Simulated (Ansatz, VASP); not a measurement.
## Two plane-wave programs on ZnO

Contents of INCAR:

```
SYSTEM = ZnO
PREC = Accurate ; ENCUT = 910
EDIFF = 1E-6 ; ISMEAR = 0
SIGMA = 0.1 ; LREAL = .False.
LASPH = .True. ; NELM = 120
ALGO = Normal ; ISIF = 2
LWAVE = .False. ; LCHARG = .False.
GGA = PE ; NBANDS = 26
GGA_COMPAT = .False.
```

The input KPOINTS:

```
Automatic mesh
0
Gamma
  6 6 4
  0 0 0
```

POSCAR

```
ZnO
1.0
    3.2493987300      0.0000000000      0.0000000000
   -1.6246993700      2.8140618500      0.0000000000
    0.0000000000      0.0000000000      5.2038002000
Zn O
2 2
Direct
    0.3333333300      0.6666666700      0.0000000000
    0.6666666700      0.3333333300      0.5000000000
    0.3333333300      0.6666666700      0.3820999900
    0.6666666700      0.3333333300      0.8820999900
```

Input for Ansatz:

```yaml
crystal:
  lattice:
    - [3.24939873, 0.0, 0.0]
    - [-1.62469937, 2.81406185, 0.0]
    - [0.0, 0.0, 5.2038002]
  atoms:
    - { symbol: Zn, position: [0.33333333, 0.66666667, 0.0] }
    - { symbol: Zn, position: [0.66666667, 0.33333333, 0.5] }
    - { symbol: O, position: [0.33333333, 0.66666667, 0.38209999] }
    - { symbol: O, position: [0.66666667, 0.33333333, 0.88209999] }
basis:
  ecutwfc: 420
kpoints:
  mp_grid: { grid: [6, 6, 4] }
hamiltonian:
  xc: pbe
scf:
  occupations: { method: gaussian, width: 0.1 }
  lower_state_search: "off"
output:
  forces: true
  stress: true
  eigenvalues: true
```

Alike in both runs: task single point; functional PBE; k mesh 6 × 6 × 4; occupations gaussian, width 0.1 eV; no spin polarisation.

|  | VASP | Ansatz |
| --- | --- | --- |
| version | VASP 6.6.1 | Ansatz 0.2.0 |
| potentials or method | VASP PAW PBE potentials, release 64 (Zn, O_h), cutoff 910 eV | scalar-relativistic, plane waves, PAW |
| valence electrons in the cell | 36 | 36 |

VASP gave:

```
gap on the k mesh at the Fermi level (eV) : 0.79
least direct gap on the mesh (eV)         : 0.79
rms of the force components (eV/Å)        : 0.019
```

Problem. Which values does Ansatz return?

Solution. gap on the k mesh at the Fermi level (eV): 0.80; least direct gap on the mesh (eV): 0.80; rms of the force components (eV/Å): 0.018.

Atom by atom the forces differ by 0.001 eV/Å (rms over components).

Noted on VASP's run: the cutoff is short for stress, so the pressure is rough.
